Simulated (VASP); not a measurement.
Here is a VASP 6.6.1 calculation.

Contents of INCAR:

```
PREC = Accurate
ENCUT = 520
EDIFF = 1E-7
ISMEAR = -1
SIGMA = 0.05
LREAL = F
LASPH = T
NELM = 60
ALGO = Normal
ISIF = 2
LWAVE = F
LCHARG = T
GGA = RE
IVDW = 12
LELF = T
LVHAR = T
NBANDS = 12
```

File KPOINTS:

```
regular mesh
0
Gamma
  11 11 11
```

POSCAR

```
Au
1.0
    0.0000000000      2.0390309677      2.0390309677
    2.0390309677      0.0000000000      2.0390309677
    2.0390309677      2.0390309677      0.0000000000
Au
1
Direct
    0.0000000000      0.0000000000      0.0000000000
```

Potentials or basis: VASP PAW PBE potentials, release 64 (Au).

Command:

```bash
$ cat potpaw_PBE.64/Au/POTCAR > POTCAR
$ mpirun -np 1 vasp_std > vasp.out
```

(1) Estimate the pressure.

(2) Estimate the dispersion energy per atom.

Answers

(1) -0.3 GPa.

(2) -1.268 eV.

Caveat: the PAW data sets were made with another functional, which shifts forces and pressure a little; pairwise dispersion overbinds metals, which lowers pressure and volume.
